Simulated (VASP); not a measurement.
Here is a VASP 6.6.1 calculation.

File INCAR:

```
PREC = Accurate ; ENCUT = 500
EDIFF = 1E-6 ; ISMEAR = 0
SIGMA = 0.02 ; LREAL = F
LASPH = T ; NELM = 120
ALGO = Normal ; ISIF = 2
LWAVE = F ; LCHARG = F
GGA = PE ; IVDW = 12
NBANDS = 20 ; GGA_COMPAT = F
```

The input KPOINTS:

```
Automatic mesh
0
Gamma
  12 12 6
```

Contents of POSCAR:

```
SnSe2
1.0
    3.8051551550      0.0000000000      0.0000000000
   -1.9025775775      3.2953610295      0.0000000000
    0.0000000000      0.0000000000      5.7507449614
Sn Se
1 2
Direct
    0.0000000000      0.0000000000      0.0000000000
    0.3333333333      0.6666666667      0.2767851406
    0.6666666667      0.3333333333      0.7232148594
```

Potentials or basis: VASP PAW PBE potentials, release 64 (Sn_d, Se).

Run with:

```sh
$ cat potpaw_PBE.64/Sn_d/POTCAR potpaw_PBE.64/Se/POTCAR > POTCAR
$ mpirun -np 1 vasp_std > vasp.out
```

Predict the band gap on the k mesh.

0.07 eV, indirect (least direct gap 0.71 eV).

Predict the dispersion energy per atom.

-0.389 eV.

Estimate the largest force.

0.010 eV/Å.

Estimate the pressure.

2.5 GPa.

Forces in eV/Å, atoms in the order of the input:
```
Sn   0.000  0.000  0.000
Se   0.000  0.000  0.010
Se   0.000  0.000 -0.010
```

Caveat: spin-orbit coupling is left out, which moves the levels of the heavy elements. A k mesh can miss the band edges.
